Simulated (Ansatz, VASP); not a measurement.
Given: the input of a run of VASP 6.6.1 on TePb.

Contents of INCAR:

```
PREC = Accurate ; ENCUT = 500
EDIFF = 1E-7 ; ISMEAR = -1
SIGMA = 0.05 ; LREAL = F
LASPH = T ; NELM = 120
ALGO = Normal ; ISIF = 3
LWAVE = F ; LCHARG = F
IBRION = 2 ; NSW = 60
EDIFFG = -0.01 ; GGA_COMPAT = F
NELMIN = 4
```

The input KPOINTS:

```
regular mesh
0
Gamma
  7 7 7
```

POSCAR

```
TePb
1.0
    0.0000000000      3.2310000000      3.2310000000
    3.2310000000      0.0000000000      3.2310000000
    3.2310000000      3.2310000000      0.0000000000
Pb Te
1 1
Direct
    0.0000000000      0.0000000000      0.0000000000
    0.5000000000      0.5000000000      0.5000000000
```

Potentials or basis: VASP PAW LDA potentials, release 64 (Pb_d, Te).

The run is started by

```sh
$ cat potpaw_LDA.64/Pb_d/POTCAR potpaw_LDA.64/Te/POTCAR > POTCAR
$ mpirun -np 1 vasp_std > vasp.out
```

Task: Translate it to Ansatz 0.2.0. Potentials there: Ansatz PAW.

Result: As run (the cutoff follows the program's own potentials):

Contents of input.yaml:

```yaml
crystal:
  lattice:
    - [0.0, 3.231, 3.231]
    - [3.231, 0.0, 3.231]
    - [3.231, 3.231, 0.0]
  atoms:
    - { symbol: Pb, position: [0.0, 0.0, 0.0] }
    - { symbol: Te, position: [0.5, 0.5, 0.5] }
hamiltonian:
  xc: lda
  pseudopotentials: { kind: paw }
kpoints:
  mp_grid: { grid: [7, 7, 7] }
scf:
  occupations: { method: fermi_dirac, width: 0.05 }
output:
  forces: true
  stress: true
relax:
  f_tol: 0.01
  max_steps: 40
  cell: { stress_tol: 0.05 }
```

Potentials or basis: Ansatz PAW.

The run is started by

```sh
$ ansatz run input.yaml --threads 2 --pin off --max-ram 5120MiB --backend cpu --events-out ev --progress --plain --runs-dir out
```

Both were run:

|  | VASP | Ansatz | Ansatz less VASP |
| --- | --- | --- | --- |
| relaxed volume (Å³/atom) | 32.50 | 32.48 | -0.028 |
| relaxed cell length with the largest relative difference (Å) | 4.513 | 4.512 | -0.0013 |

LDA's correlation is that of Perdew and Zunger in VASP and of Perdew and Wang (1992) in Ansatz. VASP's potentials hold 20 valence electrons a cell and Ansatz's 30, so a difference there can come from the potentials and not from the codes.

Spin-orbit coupling is off throughout. Noted on Ansatz's run: the plane-wave basis is chosen anew once the cell has moved, so the energies of steps on either side of that aren't comparable.
